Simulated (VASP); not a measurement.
Na2ClF:

```xyz
4
Lattice="1.6777 0.9686 5.4793 -1.6777 0.9686 5.4793 0.0000 -1.9372 5.4793" Properties=species:S:1:pos:R:3 pbc="T T T"
F     1.6777    0.9686    5.4793
Cl    0.0000    0.0000    8.2190
Na    0.0000    0.0000    4.1095
Na    0.0000    0.0000   12.3285
```

* Program: VASP 6.6.1
* Task: relaxation of cell and atoms
* Functional: PBE
* Potentials or basis: VASP PAW PBE potentials, release 64 (F, Cl, Na_pv)
* Cutoff: 600 eV
* k mesh: 8 × 8 × 8
* Occupations: fermi-dirac, width 0.02 eV
* Spin: no spin polarisation

At the start: pressure 22.0 GPa; volume 13.36 Å³/atom.

Question: Where does the relaxation end?

Answer: Over 11 steps the energy falls by 329.4 meV/atom and the volume is 17.69 Å³/atom (+32.4 %); space group R-3m (No. 166, to 0.05 Å).

Step by step:
```csv
step,energy change (eV),largest force (eV/Å),pressure (GPa),volume (Å³)
1,0.0000,2.4198,22.01,53.42
2,-1.2556,0.5456,1.69,68.90
3,-1.2803,0.1840,-1.65,75.30
4,-1.2902,0.2931,-0.74,73.08
5,-1.2901,0.3164,-0.48,72.65
6,-1.3011,0.2524,-0.28,72.03
7,-1.3150,0.1102,0.07,70.72
8,-1.2975,0.2122,1.20,68.13
9,-1.3166,0.0427,0.34,70.13
10,-1.3175,0.0061,0.02,70.71
11,-1.3175,0.0035,0.00,70.75
```

Final structure:
```
F Cl Na
1.0
     1.83833    1.06136    6.04358
    -1.83833    1.06136    6.04358
     0.00000   -2.12273    6.04358
F Cl Na
1 1 2
Direct
  0.00000 0.00000 0.00000
  0.50000 0.50000 0.50000
  0.26245 0.26245 0.26245
  0.73755 0.73755 0.73755
```

Caveat: the volume moved by over 15 % at a fixed basis, so the end points are rough.
